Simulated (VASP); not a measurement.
# LiMg12 (a cell with a defect) in VASP: notebook

The runs below take LiMg12 (a cell with a defect) through single point, with PBE.

Program: VASP 6.6.1. These are calculated values, not measurements. Logs are shortened: lines on timing, memory, paths and dates and some standing lists are left out, and cuts for length are marked.

### Step 1. The cell of the first run

The cell holds a defect, 13 atoms: a = 6.420 Å, b = 9.630 Å, c = 5.213 Å, α = 90.00°, β = 90.00°, γ = 120.00°.

### Step 2. Single point, PBE

INCAR

```
PREC = Accurate
ENCUT = 520
EDIFF = 1E-6
ISMEAR = -1
SIGMA = 0.05
LREAL = F
LASPH = T
NELM = 80
ALGO = Normal
ISIF = 2
LWAVE = F
LCHARG = F
GGA = PE
NBANDS = 26
```

KPOINTS

```
Automatic mesh
0
Gamma
  4 3 4
```

POSCAR

```
LiMg12
1.0
    6.4200000000      0.0000000000      0.0000000000
   -4.8150000000      8.3398250000      0.0000000000
    0.0000000000      0.0000000000      5.2130400000
Mg Li
12 1
Direct
    0.0139772554     -0.0082648017     -0.0950631493
    0.2659339371      0.2749989358      0.5330488544
    0.0264434222      0.3207561310      0.0097217746
    0.1177830606      0.5201670299      0.4916196691
    0.0495895816      0.6721400029     -0.0129605758
    0.1509130310      0.8960445813      0.4436443994
    0.5145464303      0.0016533920      0.0239929101
    0.6656029824      0.2059792622      0.5374652794
    0.5552815947      0.3434795095      0.0374332443
    0.7018185867      0.5788987179      0.5397338213
    0.5256125814      0.6591102331      0.0585535503
    0.5311766232      0.8216674810      0.5745643617
   -0.1165352254      0.0474080691      0.3530101438
```

Potentials or basis: VASP PAW PBE potentials, release 64 (Mg, Li_sv).

Command:

```sh
$ cat potpaw_PBE.64/Mg/POTCAR potpaw_PBE.64/Li_sv/POTCAR > POTCAR
$ mpirun -np 1 vasp_std > vasp.out
```

OUTCAR:

```text
PREC = Accurate
   ENCUT = 520
   EDIFF = 1E-6
   ISMEAR = -1
   LREAL = F
   LASPH = T
   NELM = 80
   ISIF = 2
   GGA = PE

 ion  position               nearest neighbor table
   1  0.014  0.992  0.905-  13 2.63   6 2.87   2 3.07  13 3.12   3 3.18  12 3.19   6 3.21   5 3.23
                             7 3.23  11 3.27   7 3.31   9 3.50
   2  0.266  0.275  0.533-  13 2.52  10 2.86   8 2.95   4 2.96   9 3.06   1 3.07   3 3.07   9 3.09
                             3 3.27   6 3.37   8 3.57
   3  0.026  0.321  0.010-  13 2.93   4 3.04   2 3.07   9 3.14   8 3.18   1 3.18   7 3.19   4 3.19
                            11 3.24   2 3.27   9 3.29   5 3.31   8 3.41
   4  0.118  0.520  0.492-  12 2.82   2 2.96   8 2.98  10 3.00   3 3.04   5 3.11   5 3.15   3 3.19
                            11 3.20  10 3.51   6 3.53
   5  0.050  0.672  0.987-  10 3.04   6 3.06   7 3.09   4 3.11  11 3.14   4 3.15   9 3.18   1 3.23
                             3 3.31  11 3.32   6 3.42  12 3.44  10 3.48
   6  0.151  0.896  0.444-  13 2.79   1 2.87  12 2.95   7 2.98  10 3.01   5 3.06   8 3.19   1 3.21
                             2 3.37   5 3.42   4 3.53   7 3.64
   7  0.515  0.002  0.024-  13 2.78  12 2.95   6 2.98   8 3.06   5 3.09   9 3.17   8 3.17   3 3.19
                             1 3.23   1 3.31  11 3.34  12 3.38   6 3.64
   8  0.666  0.206  0.537-  13 2.71   2 2.95   4 2.98   7 3.06   9 3.16   9 3.16   7 3.17   3 3.18
                             6 3.19  12 3.36   3 3.41  10 3.48   2 3.57
   9  0.555  0.343  0.037-   2 3.06   2 3.09  11 3.14   3 3.14   8 3.16   8 3.16   7 3.17   5 3.18
                            10 3.26  10 3.28   3 3.29   1 3.50
  10  0.702  0.579  0.540-   2 2.86   4 3.00  11 3.01   6 3.01   5 3.04  12 3.04  11 3.17   9 3.26
                             9 3.28   5 3.48   8 3.48   4 3.51
  11  0.526  0.659  0.059-  12 2.96  10 3.01  12 3.10   9 3.14   5 3.14  10 3.17   4 3.20   3 3.24
                             1 3.27   5 3.32   7 3.34
  12  0.531  0.822  0.575-  13 2.50   4 2.82   6 2.95   7 2.95  11 2.96  10 3.04  11 3.10   1 3.19
                             8 3.36   7 3.38   5 3.44
  13  0.883  0.047  0.353-  12 2.50   2 2.52   1 2.63   8 2.71   7 2.78   6 2.79   3 2.93   1 3.12

  LATTYP: Found a simple monoclinic cell.
 ALAT       =     6.4200000000
 B/A-ratio  =     0.8120000000
 C/A-ratio  =     1.3228757108
 COS(beta)  =    -0.1889822286

  Lattice vectors:

 A1 = (   6.4200000000,   0.0000000000,   0.0000000000)
 A2 = (   0.0000000000,   0.0000000000,   5.2130400000)
 A3 = (  -1.6050000000,  -8.3398250000,   0.0000000000)

Analysis of symmetry for initial positions (statically):
=====================================================================
 Subroutine PRICEL returns:
 Original cell was already a primitive cell.

 Routine SETGRP: Setting up the symmetry group for a
 simple monoclinic supercell.

 Subroutine GETGRP returns: Found  1 space group operations
 (whereof  1 operations were pure point group operations)
 out of a pool of  4 trial point group operations.

The static configuration has the point symmetry C_1 .
[... 158 lines left out ...]
  Thomas-Fermi vector in A             =   1.848508
   LORBIT       =      0    0 simple, 1 ext, 2 COOP (PROOUT), +10 PAW based schemes
   GGA     = PE    functional components
   LHFCALC =     F    Hartree Fock is set to
   AEXX    =    0.0000 exact exchange contribution
   IVDW    =     0    specifies the selected vdW correction
   LEPSILON=     F    determine dielectric tensor
   LRPA    =     F    only Hartree local field effects (RPA)
 non-spin polarized calculation
  energy-cutoff  :      520.00
  volume of cell :      279.11
 maximum number of plane-waves:      7534
   NGX = 23   NGY = 35   NGZ = 19

 number of electron      27.0000005 magnetization

 Free energy of the ion-electron system (eV)
  ---------------------------------------------------
  ext. energy  EPLUGINS =         0.00000000
  ---------------------------------------------------
  free energy    TOTEN  =       -18.83414455 eV

  energy without entropy =      -18.79675445  energy(sigma->0) =      -18.81544950

 E-fermi :   2.7717     XC(G=0):  -8.5755

 val. band max:        2.7638613641   @ k =   0.0000   0.3333   0.2500
 cond. band min:       2.7753006420   @ k =   0.5000  -0.3333   0.2500
 fundamental gap:      0.0114392779
 Fermi energy:         2.7716838947

 k-point     1 :       0.0000    0.0000    0.0000
  band No.  band energies     occupation
      1     -43.6072      2.00000
      2      -4.1906      2.00000
      3      -2.1748      2.00000
      4      -1.9628      2.00000
      5      -0.6026      2.00000
      6      -0.4223      2.00000
[... 661 lines left out ...]
     24       7.6300      0.00000
     25       7.7829      0.00000

 [... further k-points ...]

 [bands above 25 left out]

------------------------ aborting loop because EDIFF is reached ----------------------------------------

  FORCE on cell =-STRESS in cart. coord.  units (eV):
  Direction    XX          YY          ZZ          XY          YZ          ZX
  --------------------------------------------------------------------------------------
  -------------------------------------------------------------------------------------
  Total        3.8068325      4.5545550      5.2913275      0.9707034      0.3240508     -1.3943026
  in kB       21.8520071     26.1440887     30.3733158      5.5720384      1.8601189     -8.0035855
  external PRESSURE =      26.1231372 kB  Pullay stress =       0.0000000 kB

 VOLUME and BASIS-vectors are now :
 -----------------------------------------------------------------------------
  energy-cutoff  :      520.00
  volume of cell :      279.11
      direct lattice vectors                 reciprocal lattice vectors
     6.420000000  0.000000000  0.000000000     0.155763240  0.089929945  0.000000000
    -4.815000000  8.339825000  0.000000000     0.000000000  0.119906593  0.000000000
     0.000000000  0.000000000  5.213040000     0.000000000  0.000000000  0.191826650

 POSITION                                       TOTAL-FORCE (eV/Angst)
 -----------------------------------------------------------------------------------
     -4.68547      8.27090      4.71747         0.001884      0.000567     -0.034592
      0.38318      2.29344      2.77880         0.002314     -0.019142      0.021042
     -1.37467      2.67505      0.05068        -0.002418      0.012597     -0.003206
     -1.74844      4.33810      2.56283        -0.002919      0.009288     -0.001818
     -2.91799      5.60553      5.14548         0.002089     -0.003543     -0.009913
     -3.34559      7.47286      2.31274        -0.006617     -0.008384     -0.021898
      3.29543      0.01379      0.12508        -0.014941      0.002526     -0.003794
      3.28138      1.71783      2.80183        -0.000006     -0.002045      0.021930
      1.91105      2.86456      0.19514        -0.004778     -0.002609      0.015501
      1.71828      4.82791      2.81365        -0.003697     -0.008347      0.018740
      0.20082      5.49686      0.30524         0.008349      0.022191      0.028744
     -0.54618      6.85256      2.99523        -0.003066      0.011236      0.038977
      5.44357      0.39537      1.84026         0.023805     -0.014334     -0.069713
 -----------------------------------------------------------------------------------
    total drift:                                0.000473      0.000791      0.000162

  FREE ENERGIE OF THE ION-ELECTRON SYSTEM (eV)
  ---------------------------------------------------
  free  energy   TOTEN  =       -18.8341445502 eV

  energy  without entropy=      -18.7967544474  energy(sigma->0) =      -18.81544950
```

OSZICAR:

```text
N       E                     dE             d eps       ncg     rms          rms(c)
DAV:   1     0.413069977382E+02    0.41307E+02   -0.83079E+03  1352   0.779E+02
DAV:   2    -0.129595097732E+02   -0.54267E+02   -0.51058E+02  1576   0.119E+02
DAV:   3    -0.189921062883E+02   -0.60326E+01   -0.59023E+01  2240   0.230E+01
DAV:   4    -0.193211673500E+02   -0.32906E+00   -0.32324E+00  1976   0.600E+00
DAV:   5    -0.193272257570E+02   -0.60584E-02   -0.60566E-02  1870   0.916E-01    0.288E+00
DAV:   6    -0.189071101339E+02    0.42012E+00   -0.72379E-01  1612   0.265E+00    0.158E+00
DAV:   7    -0.188522470707E+02    0.54863E-01   -0.20510E-01  1744   0.139E+00    0.791E-01
DAV:   8    -0.188360659530E+02    0.16181E-01   -0.23083E-02  1772   0.602E-01    0.231E-01
DAV:   9    -0.188342133033E+02    0.18526E-02   -0.14106E-03  1710   0.172E-01    0.493E-02
DAV:  10    -0.188341396335E+02    0.73670E-04   -0.24652E-04  1786   0.595E-02    0.125E-02
DAV:  11    -0.188341426026E+02   -0.29691E-05   -0.21417E-05  1742   0.184E-02    0.407E-03
DAV:  12    -0.188341439033E+02   -0.13006E-05   -0.23591E-06  1228   0.579E-03    0.120E-03
DAV:  13    -0.188341445502E+02   -0.64694E-06   -0.26224E-07   824   0.258E-03
   1 F= -.18834145E+02 E0= -.18815449E+02  d E =-.373901E-01
```

Wall time 94 s (1 thread of AMD EPYC 9R45 (Zen 5), shared host); peak memory 0.4 GiB.

What came out:

- Free energy: -18.8341 eV
- Largest force: 0.075 eV/Å
- Band gap on the k mesh: zero (an odd number of electrons rules out a gap without spin polarisation)

Forces on the atoms (eV/Å):
```
Mg   0.002  0.001 -0.035
Mg   0.002 -0.019  0.021
Mg  -0.002  0.013 -0.003
Mg  -0.003  0.009 -0.002
Mg   0.002 -0.004 -0.010
Mg  -0.007 -0.008 -0.022
Mg  -0.015  0.003 -0.004
Mg   0.000 -0.002  0.022
Mg  -0.005 -0.003  0.016
Mg  -0.004 -0.008  0.019
Mg   0.008  0.022  0.029
Mg  -0.003  0.011  0.039
Li   0.024 -0.014 -0.070
```

Levels at points of the mesh, in eV from the Fermi level:
```
           k point  band 10  band 11  band 12  band 13  band 14  band 15  band 16  band 17
(0.00, 0.00, 0.00)    -1.46    -0.41    -0.19     0.05     0.15     0.41     0.55     1.27
(0.50, 0.00, 0.00)    -0.64    -0.60    -0.38    -0.30    -0.16     0.04     0.17     0.19
(0.00, 0.00, 0.50)    -1.97    -1.78    -1.23    -1.06    -0.85    -0.60     0.85     1.09
(0.50, 0.00, 0.50)    -1.18    -0.96    -0.67    -0.58     0.50     0.54     0.75     0.87
```

Caveat: the cutoff is under 1.25 times the usual one of these potentials, so pressure, stress and relaxed cells hold a basis-set (Pulay) error.

(Continued in part 2 of 2.)
